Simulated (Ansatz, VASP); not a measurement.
One calculation of CdS, two programs

File POSCAR:

```
CdS
1.0
    4.2611700000      0.0000000000      0.0000000000
   -2.1305800000      3.6902800000      0.0000000000
    0.0000000000      0.0000000000      5.8041700000
Cd S
1 1
Direct
    0.0000000000      0.0000000000      0.4426900000
    0.6666666667      0.3333333333      0.4343100000
```

File INCAR.step1:

```
SYSTEM = CdS
PREC = Accurate
ENCUT = 520
ISMEAR = -1
SIGMA = 0.1
LREAL = .False.
LASPH = .True.
NELM = 100
NBANDS = 16
GGA = PE
ALGO = Normal
EDIFF = 1E-4
LWAVE = .True.
LCHARG = .False.
```

The input INCAR.step2:

```
SYSTEM = CdS
PREC = Accurate
ENCUT = 520
EDIFF = 1E-7
ISMEAR = -1
SIGMA = 0.1
LREAL = .False.
LASPH = .True.
NELM = 100
ALGO = Normal
ISIF = 2
LWAVE = .False.
LCHARG = .False.
METAGGA = R2SCAN
LMIXTAU = .True.
NBANDS = 16
ISTART = 1
```

The input KPOINTS:

```
Automatic mesh
0
Gamma
  6 6 4
  0 0 0
```

Input for Ansatz:

```yaml
crystal:
  lattice:
    - [4.26117, 0.0, 0.0]
    - [-2.13058, 3.69028, 0.0]
    - [0.0, 0.0, 5.80417]
  atoms:
    - { symbol: Cd, position: [0.0, 0.0, 0.44269] }
    - { symbol: S, position: [0.6666666666666666, 0.3333333333333333, 0.43431] }
basis:
  ecutwfc: 500.0
kpoints:
  mp_grid:
    grid: [6, 6, 4]
hamiltonian:
  xc: r2scan
scf:
  occupations:
    method: fermi_dirac
output:
  stress: true
```

Alike in both runs: task single point; functional r2SCAN; k mesh 6 × 6 × 4; no spin polarisation.

|  | VASP | Ansatz |
| --- | --- | --- |
| version | VASP 6.6.1 | Ansatz 0.2.0 |
| potentials or method | VASP PAW PBE potentials, release 64 (Cd, S), cutoff 520 eV | plane waves, PAW |
| occupations | fermi-dirac, width 0.1 eV | fermi-dirac |
| valence electrons in the cell | 18 | 26 |

```tsv
	VASP	Ansatz	Ansatz less VASP
pressure (GPa)	-0.7	-0.8	-0.16
traceless stress, the component that is largest in VASP (GPa)	0.59	0.76	+0.172
```

VASP's potentials were made for PBE, not for r2SCAN. VASP's potentials hold 18 valence electrons a cell and Ansatz's 26, so a difference there can come from the potentials and not from the codes.
